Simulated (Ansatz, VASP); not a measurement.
One calculation of Sc2WS6, two programs

```
Sc W S
1.0
     0.00000    4.59967    4.59967
     4.59967    0.00000    4.59967
     4.59967    4.59967    0.00000
Sc W S
2 1 6
Cartesian
  2.2998 2.2998 2.2998
  6.8995 6.8995 6.8995
  0.0000 0.0000 0.0000
  2.2287 4.5997 4.5997
  4.5997 2.2287 4.5997
  4.5997 4.5997 2.2287
  6.9706 4.5997 4.5997
  4.5997 6.9706 4.5997
  4.5997 4.5997 6.9706
```

Alike in both runs: task single point; functional PBE; k mesh 4 × 4 × 4; occupations gaussian, width 0.1 eV; no spin polarisation.

|  | VASP | Ansatz |
| --- | --- | --- |
| version | VASP 6.6.1 | Ansatz 0.2.0 |
| potentials or method | VASP PAW PBE potentials, release 64 (Sc_sv, W_sv, S), cutoff 520 eV | scalar-relativistic, plane waves, PAW |
| valence electrons in the cell | 72 | 72 |

Ansatz gave:

* gap on the k mesh at the Fermi level (eV): none
* pressure (GPa): 4.7
* rms of the force components (eV/Å): 1.652

Task: Estimate VASP's values.

Result: gap on the k mesh at the Fermi level (eV): none; pressure (GPa): 4.7; rms of the force components (eV/Å): 1.648.

Atom by atom the forces differ by 0.004 eV/Å (rms over components). A gap of «none» marks a metal or a gap that the smearing closes.

Neither program's run includes spin-orbit coupling.
